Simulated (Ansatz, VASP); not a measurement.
One calculation of Ag, two programs

```
Ag
1.0
     2.98746    0.00000    0.00000
    -1.49373    2.58722    0.00000
     0.00000    0.00000    4.88395
Ag
2
Direct
  0.33333 0.66667 0.25000
  0.66667 0.33333 0.75000
```

Change from the starting cell: volume scaled by 1.06.

Alike in both runs: task single point; functional PBE; k mesh 14 × 14 × 8; occupations fermi-dirac, width 0.05 eV; no spin polarisation.

|  | VASP | Ansatz |
| --- | --- | --- |
| version | VASP 6.6.1 | Ansatz 0.2.0 |
| potentials or method | VASP PAW PBE potentials, release 64 (Ag), cutoff 520 eV | all-electron LAPW, scalar-relativistic |

|  | VASP | Ansatz | Ansatz less VASP |
| --- | --- | --- | --- |
| pressure (GPa) | -4.2 | -4.1 | +0.07 |
| traceless stress, the component that is largest in VASP (GPa) | -0.22 | -0.22 | -0.003 |

Ansatz ran all-electron here, and VASP with PAW potentials.
